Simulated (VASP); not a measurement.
The system is As, a slab with vacuum.

```
As
1.0
     3.57490    0.00000    0.00000
    -1.78745    3.09596    0.00000
     0.00000    0.00000   26.41564
As
2
Direct
  0.33333 0.66667 0.32062
  0.66667 0.33333 0.37245
```

Base run:

* Program: VASP 6.6.1
* Functional: PBE
* Potentials or basis: VASP PAW PBE potentials, release 64 (As)
* Cutoff: 520 eV
* k mesh: 12 × 12 × 1
* Occupations: fermi-dirac, width 0.02 eV
* Spin: no spin polarisation

Its results: band gap on the k mesh 1.68 eV, indirect (least direct gap 2.06 eV); largest force 0.493 eV/Å.

The run is repeated on the same cell with these changes: functional from PBE to r2SCAN; occupations from fermi-dirac, width 0.02 eV to gaussian, width 0.01 eV. What comes out?

Band gap on the k mesh 1.99 eV, indirect (least direct gap 2.43 eV); largest force 0.063 eV/Å.

Caveats: the PAW data sets were made with another functional, which shifts forces and pressure a little (some runs).

A k mesh can miss the band edges.
